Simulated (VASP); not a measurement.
The system is Os.

```
Os
1.0
     2.73410    0.00000    0.00000
    -1.36705    2.36780    0.00000
     0.00000    0.00000    4.31970
Os
2
Direct
  0.66667 0.33333 0.75000
  0.33333 0.66667 0.25000
```

Base run:

* Program: VASP 6.6.1
* Functional: PBE exchange alone
* Potentials or basis: VASP PAW PBE potentials, release 64 (Os)
* Cutoff: 520 eV
* k mesh: 11 × 11 × 6
* Occupations: fermi-dirac, width 0.05 eV
* Spin: no spin polarisation

Its results: band gap on the k mesh zero (bands 8 and 9 overlap by 3.90 eV); pressure 46.8 GPa.

Task: The run is repeated on the same cell with these changes: functional from PBE exchange alone to PBE; k mesh from 11 × 11 × 6 to 5 × 5 × 3. What comes out?

Result: Band gap on the k mesh zero (bands 8 and 9 overlap by 3.01 eV); pressure 9.6 GPa.

Several settings changed at once.

Caveats: some runs use coarse meshes; spin-orbit coupling is left out, which moves the levels of the heavy elements; the cell stands under pressure (at least some runs).
